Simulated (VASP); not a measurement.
KLaZrNbO6:

```
CELL_PARAMETERS angstrom
0.00000 4.13103 4.13103
4.13103 0.00000 4.13103
4.13103 4.13103 0.00000
ATOMIC_POSITIONS crystal
K 0.25000 0.25000 0.25000
La 0.75000 0.75000 0.75000
Zr 0.50000 0.50000 0.50000
Nb 0.00000 0.00000 0.00000
O 0.75448 0.24552 0.24552
O 0.24552 0.75448 0.75448
O 0.75448 0.75448 0.24552
O 0.24552 0.24552 0.75448
O 0.24552 0.75448 0.24552
O 0.75448 0.24552 0.75448
```

| Property | Result |
| --- | --- |
| Program | VASP 6.6.1 |
| Task | relaxation of cell and atoms |
| Functional | PBE |
| Potentials or basis | VASP PAW PBE potentials, release 64 (K_sv, La, Zr_sv, Nb_sv, O) |
| Cutoff | 600 eV |
| k mesh | 6 × 6 × 6 |
| Occupations | fermi-dirac, width 0.1 eV |
| Spin | no spin polarisation |

At the start: pressure -3.2 GPa; volume 14.10 Å³/atom.

Problem. Where does the relaxation end?

Solution. Over 3 steps the energy falls by 3.0 meV/atom and the volume is 13.83 Å³/atom (-1.9 %); space group F-43m (No. 216, to 0.1 Å) before and after.

Step by step:
```
step  energy change (eV)  largest force (eV/Å)  pressure (GPa)  volume (Å³)
   1              0.0000                0.1611           -3.20       141.00
   2              0.0070                0.2008            3.84       135.32
   3             -0.0298                0.0008           -0.02       138.26
```

Final structure:
```cif
data_structure
_symmetry_space_group_name_H-M 'P 1'
_symmetry_Int_Tables_number 1
_cell_length_a 5.8042
_cell_length_b 5.8042
_cell_length_c 5.8042
_cell_angle_alpha 60.000
_cell_angle_beta 60.000
_cell_angle_gamma 60.000
_cell_volume 138.26
loop_
_atom_site_label
_atom_site_type_symbol
_atom_site_fract_x
_atom_site_fract_y
_atom_site_fract_z
_atom_site_occupancy
K1 K 0.25000 0.25000 0.25000 1
La1 La 0.75000 0.75000 0.75000 1
Zr1 Zr 0.50000 0.50000 0.50000 1
Nb1 Nb 0.00000 0.00000 0.00000 1
O1 O 0.75492 0.24508 0.24508 1
O2 O 0.24508 0.75492 0.75492 1
O3 O 0.75492 0.75492 0.24508 1
O4 O 0.24508 0.24508 0.75492 1
O5 O 0.24508 0.75492 0.24508 1
O6 O 0.75492 0.24508 0.75492 1
```

Caveat: an odd number of electrons without spin polarisation forces a metal; a magnetic or distorted state may lie lower.
